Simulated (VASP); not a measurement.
Input of a VASP 6.6.1 run:

INCAR

```
SYSTEM = InH3
PREC = Accurate
ENCUT = 520
EDIFF = 1E-6
ISMEAR = 0
SIGMA = 0.1
LREAL = .False.
LASPH = .True.
NELM = 80
ALGO = Normal
ISIF = 2
LWAVE = .False.
LCHARG = .True.
GGA = PE
LELF = .True.
LVHAR = .True.
NBANDS = 36
```

Contents of KPOINTS:

```
regular mesh
0
Gamma
  10 6 6
  0 0 0
```

File POSCAR:

```
InH3
1.0
    3.8608222934      0.0000000000      0.0000000000
    0.0000000000      6.5695797707      0.0000000000
    0.0000000000      0.0000000000      7.5325591923
In H
3 9
Direct
    0.0000000000      0.0000000000      0.2459649273
    0.0000000000      0.0000000000      0.7540350727
    0.0000000000      0.5000000000      0.0000000000
    0.5000000000      0.0000000000      0.2623978411
    0.0000000000      0.0000000000      0.0000000000
    0.0000000000      0.0000000000      0.5000000000
    0.0000000000      0.7055010130      0.1888534310
    0.0000000000      0.2944989870      0.1888534310
    0.5000000000      0.0000000000      0.7376021589
    0.0000000000      0.7055010130      0.8111465690
    0.0000000000      0.2944989870      0.8111465690
    0.5000000000      0.5000000000      0.0000000000
```

Potentials or basis: VASP PAW PBE potentials, release 64 (In_d, H).

Launch:

```bash
$ cat potpaw_PBE.64/In_d/POTCAR potpaw_PBE.64/H/POTCAR > POTCAR
$ mpirun -np 1 vasp_std > vasp.out
```

(1) Predict the pressure.

(2) Predict the largest force.

Results:

(1) -0.1 GPa.

(2) 0.007 eV/Å.
